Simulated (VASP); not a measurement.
The system is SnO2.

```
CELL_PARAMETERS angstrom
4.73800 0.00000 0.00000
0.00000 4.73800 0.00000
0.00000 0.00000 3.18650
ATOMIC_POSITIONS crystal
Sn 0.00000 0.00000 0.00000
Sn 0.50000 0.50000 0.50000
O 0.30710 0.30710 0.00000
O 0.19290 0.80710 0.50000
O 0.69290 0.69290 0.00000
O 0.80710 0.19290 0.50000
```

| Property | Result |
| --- | --- |
| Program | VASP 6.6.1 |
| Task | relaxation of cell and atoms |
| Functional | PBE |
| Potentials or basis | VASP PAW PBE potentials, release 64 (Sn_d, O) |
| Cutoff | 600 eV |
| k mesh | 6 × 6 × 8 |
| Occupations | fermi-dirac, width 0.02 eV |
| Spin | no spin polarisation |

At the start: pressure 11.6 GPa; volume 11.92 Å³/atom.

Where does the relaxation end?

Over 8 steps the energy falls by 23.7 meV/atom and the volume is 12.61 Å³/atom (+5.8 %); space group P4_2/mnm (No. 136, to 0.1 Å) before and after.

The path:
| step | energy change (eV) | largest force (eV/Å) | pressure (GPa) | volume (Å³) |
| --- | --- | --- | --- | --- |
| 1 | 0.0000 | 0.2935 | 11.61 | 71.53 |
| 2 | 0.0636 | 0.3606 | -10.52 | 80.85 |
| 3 | -0.1403 | 0.0639 | -0.01 | 75.51 |
| 4 | -0.1403 | 0.0579 | 0.21 | 75.43 |
| 5 | -0.1420 | 0.0032 | 0.09 | 75.57 |
| 6 | -0.1421 | 0.0193 | 0.06 | 75.63 |
| 7 | -0.1422 | 0.0007 | -0.11 | 75.68 |
| 8 | -0.1422 | 0.0042 | -0.04 | 75.67 |

Final structure:
```cif
data_structure
_symmetry_space_group_name_H-M 'P 1'
_symmetry_Int_Tables_number 1
_cell_length_a 4.8304
_cell_length_b 4.8304
_cell_length_c 3.2433
_cell_angle_alpha 90.000
_cell_angle_beta 90.000
_cell_angle_gamma 90.000
_cell_volume 75.67
loop_
_atom_site_label
_atom_site_type_symbol
_atom_site_fract_x
_atom_site_fract_y
_atom_site_fract_z
_atom_site_occupancy
Sn1 Sn 0.00000 0.00000 0.00000 1
Sn2 Sn 0.50000 0.50000 0.50000 1
O1 O 0.30658 0.30658 0.00000 1
O2 O 0.19342 0.80658 0.50000 1
O3 O 0.69342 0.69342 0.00000 1
O4 O 0.80658 0.19342 0.50000 1
```
